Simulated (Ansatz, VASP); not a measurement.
Two plane-wave programs on ZrSi2

```
CELL_PARAMETERS angstrom
1.84449 -7.26799 0.00000
1.84449 7.26799 0.00000
0.00000 0.00000 3.65242
ATOMIC_POSITIONS crystal
Zr 0.89561 0.10439 0.25000
Zr 0.10439 0.89561 0.75000
Si 0.55426 0.44574 0.25000
Si 0.44574 0.55426 0.75000
Si 0.25009 0.74991 0.25000
Si 0.74991 0.25009 0.75000
```

Alike in both runs: functional PBEsol; k mesh 6 × 6 × 6; occupations fermi-dirac, width 0.1 eV; no spin polarisation.

Ansatz relaxed the structure, and its values are those at the end. VASP's run is a single point on that final structure, the one shown.

|  | VASP | Ansatz |
| --- | --- | --- |
| version | VASP 6.6.1 | Ansatz 0.2.0 |
| potentials or method | VASP PAW PBE potentials, release 64 (Zr_sv, Si), cutoff 520 eV | PAW plane waves |
| valence electrons in the cell | 40 | 40 |

Ansatz gave:

- gap on the k mesh at the Fermi level (eV): none
- pressure (GPa): 0.0

**Question.** Estimate VASP's values.

**Answer.** gap on the k mesh at the Fermi level (eV): none; pressure (GPa): 0.1.

VASP's potentials were made for PBE, not for PBEsol, and Ansatz warns of the same on its side. A gap of «none» marks a metal or a gap that the smearing closes. With one functional, cell and mesh, what is left measures potentials, basis and numerics.
